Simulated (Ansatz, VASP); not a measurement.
**Two plane-wave programs on GaSb**

```
Ga Sb
1.0
     0.00000    3.11900    3.11900
     3.11900    0.00000    3.11900
     3.11900    3.11900    0.00000
Ga Sb
1 1
Direct
  0.00000 0.00000 0.00000
  0.75000 0.75000 0.75000
```

Change from the starting cell: volume scaled by 1.06, PAW files.

Alike in both runs: task electric field gradients; functional PBE; k mesh 9 × 9 × 9; occupations fermi-dirac, width 0.05 eV; no spin polarisation.

```csv
,VASP,Ansatz
version,VASP 6.6.1,Ansatz 0.2.0
potentials or method,"VASP PAW PBE potentials, release 64 (Ga_d, Sb)","PAW with Ansatz's default frozen-core files, scalar-relativistic"
plane-wave cutoff (eV),520,420
valence electrons in the cell,18,28
```

|  | VASP | Ansatz | Ansatz less VASP |
| --- | --- | --- | --- |
| pressure (GPa) | -0.4 | -0.5 | -0.07 |

VASP's potentials hold 18 valence electrons a cell and Ansatz's 28, so a difference there can come from the potentials and not from the codes.

Spin-orbit coupling is off throughout.
